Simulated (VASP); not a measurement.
# HW3C4 in VASP: single point with PBEsol

Aim: the single point of HW3C4 with PBEsol.

All numbers are computed with VASP 6.6.1; they aren't measurements. Logs are shortened: lines on timing, memory, paths and dates and some standing lists are left out, and cuts for length are marked.

## 1. The cell of the first run

The cell holds a slab with vacuum, 8 atoms: a = 2.828 Å, b = 2.898 Å, c = 25.957 Å, α = 90.00°, β = 90.00°, γ = 90.00°.

## 2. Single point, PBEsol

File INCAR:

```
  ALGO = Normal
  DIPOL = 0.5 0.5 0.489
  EDIFF = 1E-6
  ENCUT = 520
  GGA = PS
  IDIPOL = 3
  ISIF = 2
  ISMEAR = 0
  LASPH = T
  LCHARG = T
  LDIPOL = T
  LELF = T
  LREAL = F
  LVACPOTAV = T
  LVHAR = T
  LWAVE = F
  NBANDS = 40
  NELM = 100
  PREC = Accurate
  SIGMA = 0.1
```

File KPOINTS:

```
k-points
0
Gamma
  10 10 1
```

File POSCAR:

```
HW3C4
1.0
    2.8276119036      0.0000000000      0.0000000000
    0.0000000000      2.8984136670      0.0000000000
    0.0000000000      0.0000000000     25.9568996880
C W H
4 3 1
Direct
    0.5000000000      0.0000000000      0.3274659186
    0.5000000000      0.5000000000      0.4241685255
    0.5000000000      0.0000000000      0.5213529007
    0.5000000000      0.5000000000      0.6136712420
    0.0000000000      0.5000000000      0.3597001209
    0.0000000000      0.0000000000      0.4565090026
    0.0000000000      0.5000000000      0.5557738893
    0.5000000000      0.5000000000      0.6559210098
```

Potentials or basis: VASP PAW PBE potentials, release 64 (C, W_sv, H).

Started as:

```bash
$ cat potpaw_PBE.64/C/POTCAR potpaw_PBE.64/W_sv/POTCAR potpaw_PBE.64/H/POTCAR > POTCAR
$ mpirun -np 1 vasp_std > vasp.out
```

OUTCAR:

```text
EDIFF = 1E-6
   ENCUT = 520
   GGA = PS
   ISIF = 2
   ISMEAR = 0
   LASPH = T
   LREAL = F
   NELM = 100
   PREC = Accurate

 ion  position               nearest neighbor table
   1  0.500  0.000  0.327-   5 2.19   5 2.19   5 2.19   5 2.19
   2  0.500  0.500  0.424-   5 2.19   5 2.19   6 2.19   6 2.19   6 2.19   6 2.19
   3  0.500  0.000  0.521-   6 2.20   6 2.20   7 2.21   7 2.21   7 2.21   7 2.21
   4  0.500  0.500  0.614-   8 1.10   7 2.06   7 2.06
   5  0.000  0.500  0.360-   1 2.19   1 2.19   1 2.19   1 2.19   2 2.19   2 2.19   6 2.90   6 2.90

   6  0.000  0.000  0.457-   2 2.19   2 2.19   2 2.19   2 2.19   3 2.20   3 2.20   5 2.90   5 2.90
                             7 2.96   7 2.96
   7  0.000  0.500  0.556-   4 2.06   4 2.06   3 2.21   3 2.21   3 2.21   3 2.21   6 2.96   6 2.96

   8  0.500  0.500  0.656-   4 1.10

  LATTYP: Found a simple orthorhombic cell.
 ALAT       =     2.8276119036
 B/A-ratio  =     1.0250394205
 C/A-ratio  =     9.1797957333

  Lattice vectors:

 A1 = (   2.8276119036,   0.0000000000,   0.0000000000)
 A2 = (   0.0000000000,   2.8984136670,   0.0000000000)
 A3 = (   0.0000000000,   0.0000000000,  25.9568996880)

Analysis of symmetry for initial positions (statically):
=====================================================================
 Subroutine PRICEL returns:
 Original cell was already a primitive cell.

 Routine SETGRP: Setting up the symmetry group for a
 simple orthorhombic supercell.

 Subroutine GETGRP returns: Found  4 space group operations
 (whereof  4 operations were pure point group operations)
 out of a pool of  8 trial point group operations.

The static configuration has the point symmetry C_2v.

Analysis of symmetry for dynamics (positions and initial velocities):
=====================================================================
 Subroutine PRICEL returns:
 Original cell was already a primitive cell.

 Routine SETGRP: Setting up the symmetry group for a
 simple orthorhombic supercell.

 Subroutine GETGRP returns: Found  4 space group operations
 (whereof  4 operations were pure point group operations)
 out of a pool of  8 trial point group operations.

The dynamic configuration has the point symmetry C_2v.

 Subroutine INISYM returns: Found  4 space group operations
 (whereof  4 operations are pure point group operations),
 and found     1 'primitive' translations

----------------------------------------------------------------------------------------

                                     Primitive cell

  volume of cell :     212.7321

  direct lattice vectors                    reciprocal lattice vectors
     2.827611904  0.000000000  0.000000000     0.353655323  0.000000000  0.000000000
     0.000000000  2.898413667  0.000000000     0.000000000  0.345016314  0.000000000
     0.000000000  0.000000000 25.956899688     0.000000000  0.000000000  0.038525402

  length of vectors
     2.827611904  2.898413667 25.956899688     0.353655323  0.345016314  0.038525402

  position of ions in fractional coordinates (direct lattice)
     0.500000000  0.000000000  0.327465919
     0.500000000  0.500000000  0.424168526
     0.500000000  0.000000000  0.521352901
     0.500000000  0.500000000  0.613671242
     0.000000000  0.500000000  0.359700121
     0.000000000  0.000000000  0.456509003
     0.000000000  0.500000000  0.555773889
     0.500000000  0.500000000  0.655921010

  ion indices of the primitive-cell ions
   primitive index   ion index
                 1           1
                 2           2
                 3           3
                 4           4
                 5           5
                 6           6
                 7           7
                 8           8

----------------------------------------------------------------------------------------

 KPOINTS: k-points

Automatic generation of k-mesh.
 Grid dimensions read from file:
 generate k-points for:   10   10    1

 Generating k-lattice:

  Cartesian coordinates                     Fractional coordinates (reciprocal lattice)
     0.035365532  0.000000000  0.000000000     0.100000000  0.000000000  0.000000000
     0.000000000  0.034501631  0.000000000     0.000000000  0.100000000  0.000000000
     0.000000000  0.000000000  0.038525402     0.000000000  0.000000000  1.000000000

  Length of vectors
     0.035365532  0.034501631  0.038525402

  Shift w.r.t. Gamma in fractional coordinates (k-lattice)
     0.000000000  0.000000000  0.000000000

 Subroutine IBZKPT returns following result:
 ===========================================

 Found     36 irreducible k-points:

 Following reciprocal coordinates:
            Coordinates               Weight
  0.000000  0.000000  0.000000      1.000000
  0.100000  0.000000  0.000000      2.000000
  0.200000  0.000000  0.000000      2.000000
  0.300000  0.000000  0.000000      2.000000
  0.400000  0.000000  0.000000      2.000000
  0.500000  0.000000  0.000000      1.000000
[... 16 lines left out ...]
  0.400000  0.300000  0.000000      4.000000
  0.500000  0.300000  0.000000      2.000000
 [... further k-points ...]
   k-points           NKPTS =     36   k-points in BZ     NKDIM =     36   number of bands    NBANDS=     40
   number of dos      NEDOS =    301   number of ions     NIONS =      8
   total plane-waves  NPLWV = 112896
   dimension x,y,z NGX =    24 NGY =   24 NGZ =  196
   dimension x,y,z NGXF=    48 NGYF=   48 NGZF=  392
   ions per type =               4   3   1
   NGX,Y,Z   is equivalent  to a cutoff of  14.11, 13.77, 12.55 a.u.
   NGXF,Y,Z  is equivalent  to a cutoff of  28.22, 27.53, 25.11 a.u.
 SYSTEM =  unknown system
   PREC   = accura    normal or accurate (medium, high low for compatibility)
   ISTART =      0    job   : 0-new  1-cont  2-samecut
   ICHARG =      2    charge: 1-file 2-atom 10-const
   ISPIN  =      1    spin polarized calculation?
   LNONCOLLINEAR =      F non collinear calculations
   LSORBIT =      F    spin-orbit coupling
   LASPH  =      T    aspherical Exc in radial PAW
   ENCUT  =  520.0 eV  38.22 Ry    6.18 a.u.   5.26  5.39 48.26*2*pi/ulx,y,z
   NELM   =    100;   NELMIN=  2; NELMDL= -5     # of ELM steps
   EDIFF  = 0.1E-05   stopping-criterion for ELM
   LREAL  =      F    real-space projection
   EDIFFG = 0.1E-04   stopping-criterion for IOM
   NSW    =      0    number of steps for IOM
   IBRION =     -1    ionic relax: 0-MD 1-quasi-New 2-CG
   NFREE  =      0    steps in history (QN), initial steepest desc. (CG)
   ISIF   =      2    stress and relaxation
   ISYM   =      2    0-nonsym 1-usesym 2-fastsym
   POTIM  = 0.5000    time-step for ionic-motion
   TEBEG  =    0.0;   TEEND  =   0.0 temperature during run
   PSTRESS=    0.0 pullay stress
   NELECT =      59.0000    total number of electrons
   NUPDOWN=      -1.0000    fix difference up-down
   EMIN   =  10.00;   EMAX   =-10.00  energy-range for DOS
   EFERMI =   0.00;   METHOD = LEGACY
   ISMEAR =     0;   SIGMA  =   0.10  broadening in eV -4-tet -1-fermi 0-gaus
   EFERMI_NEDOS =   21; number of points for ismear=-14 and -15
   IALGO  =     38    algorithm
   IMIX   =      4    mixing-type and parameters
     AMIX     =   0.40;   BMIX     =  1.00
     AMIX_MAG =   1.60;   BMIX_MAG =  1.00
  volume/ion in A,a.u.               =      26.59       179.45
  Fermi-wavevector in a.u.,A,eV,Ry     =   1.067615  2.017499 15.507933  1.139801
  Thomas-Fermi vector in A             =   2.203237
   LORBIT       =      0    0 simple, 1 ext, 2 COOP (PROOUT), +10 PAW based schemes
   GGA     = PS    functional components
   LHFCALC =     F    Hartree Fock is set to
   AEXX    =    0.0000 exact exchange contribution
   IVDW    =     0    specifies the selected vdW correction
   LEPSILON=     F    determine dielectric tensor
   LRPA    =     F    only Hartree local field effects (RPA)
 non-spin polarized calculation
 Gauss-broadening in eV      SIGMA  =   0.10
  energy-cutoff  :      520.00
  volume of cell :      212.73
 maximum number of plane-waves:      5782
 NGX is ok and might be reduce to    24
   NGX = 11   NGY = 11   NGZ = 97

 dipolmoment           0.000000      0.000000      0.053355 electrons x Angstroem

 number of electron      58.9999995 magnetization

 dipolmoment           0.000000      0.000000     -0.072177 electrons x Angstroem

 Free energy of the ion-electron system (eV)
  ---------------------------------------------------
  ext. energy  EPLUGINS =         0.00000000
  ---------------------------------------------------
  free energy    TOTEN  =       -79.88327267 eV

  energy without entropy =      -79.86286537  energy(sigma->0) =      -79.87306902

 E-fermi :  -0.0127     XC(G=0):  -5.3761

 val. band max:       -0.0165693926   @ k =   0.2000   0.4000   0.0000
 cond. band min:      -0.0090841083   @ k =   0.3000   0.4000   0.0000
 fundamental gap:      0.0074852843
 Fermi energy:        -0.0126803237

 k-point     1 :       0.0000    0.0000    0.0000
  band No.  band energies     occupation
      1     -73.9371      2.00000
      2     -73.7726      2.00000
      3     -73.5950      2.00000
      4     -38.4582      2.00000
      5     -38.0580      2.00000
      6     -37.8743      2.00000
[... 32 lines left out ...]
     39       4.8937      0.00000
     40       4.9127      0.00000

 k-point     2 :       0.1000    0.0000    0.0000
  band No.  band energies     occupation
      1     -73.9331      2.00000
      2     -73.7686      2.00000
      3     -73.5909      2.00000
      4     -38.4482      2.00000
      5     -38.0493      2.00000
      6     -37.9158      2.00000
[... 935 lines left out ...]
     39       6.5559      0.00000
     40       6.7763      0.00000

 k-point    24 :       0.5000    0.3000    0.0000
  band No.  band energies     occupation
      1     -73.8752      2.00000
      2     -73.7112      2.00000
      3     -73.5327      2.00000
      4     -38.5174      2.00000
      5     -38.4256      2.00000
      6     -38.3005      2.00000
[... 32 lines left out ...]
     39       6.3197      0.00000
     40       6.6491      0.00000

 [... further k-points ...]

------------------------ aborting loop because EDIFF is reached ----------------------------------------

  FORCE on cell =-STRESS in cart. coord.  units (eV):
  Direction    XX          YY          ZZ          XY          YZ          ZX
  --------------------------------------------------------------------------------------
  -------------------------------------------------------------------------------------
  Total       -3.0483600     -4.0671854     -2.2401466      0.0000000      0.0000000      0.0000000
  in kB      -22.9585176    -30.6317324    -16.8715132      0.0000000      0.0000000      0.0000000
  external PRESSURE =     -23.4872544 kB  Pullay stress =       0.0000000 kB

 VOLUME and BASIS-vectors are now :
 -----------------------------------------------------------------------------
  energy-cutoff  :      520.00
  volume of cell :      212.73
      direct lattice vectors                 reciprocal lattice vectors
     2.827611904  0.000000000  0.000000000     0.353655323  0.000000000  0.000000000
     0.000000000  2.898413667  0.000000000     0.000000000  0.345016314  0.000000000
     0.000000000  0.000000000 25.956899688     0.000000000  0.000000000  0.038525402

 POSITION                                       TOTAL-FORCE (eV/Angst)
 -----------------------------------------------------------------------------------
      1.41381      0.00000      8.50000         0.000000      0.000000      2.621028
      1.41381      1.44921     11.01010         0.000000      0.000000     -0.150816
      1.41381      0.00000     13.53270         0.000000      0.000000     -0.009425
      1.41381      1.44921     15.92900         0.000000      0.000000      0.019862
      0.00000      1.44921      9.33670         0.000000      0.000000     -2.509012
      0.00000      0.00000     11.84956         0.000000      0.000000     -0.000264
      0.00000      1.44921     14.42617         0.000000      0.000000      0.019436
      1.41381      1.44921     17.02568         0.000000      0.000000      0.009191
 -----------------------------------------------------------------------------------
    total drift:                                0.000000      0.000000      0.000052

  FREE ENERGIE OF THE ION-ELECTRON SYSTEM (eV)
  ---------------------------------------------------
  free  energy   TOTEN  =       -79.8832726670 eV

  energy  without entropy=      -79.8628653708  energy(sigma->0) =      -79.87306902

 vacuum level on the upper side and lower side of the slab         4.335         5.929
```

It took 5.6 min on 1 thread of Intel Xeon 6975P-C (Granite Rapids), shared host; peak memory 0.48 GiB.

What came out:

| Item | Value |
| --- | --- |
| Free energy | -79.8833 eV |
| Largest force | 2.621 eV/Å |
| Band gap on the k mesh | zero (an odd number of electrons rules out a gap without spin polarisation) |

Forces in eV/Å, atoms in the order of the input:
```
C    0.000  0.000  2.621
C    0.000  0.000 -0.151
C    0.000  0.000 -0.009
C    0.000  0.000  0.020
W    0.000  0.000 -2.509
W    0.000  0.000  0.000
W    0.000  0.000  0.019
H    0.000  0.000  0.009
```

Caveat: the PAW data sets were made with another functional, which shifts forces and pressure a little; spin-orbit coupling is left out, which moves the levels of the heavy elements.
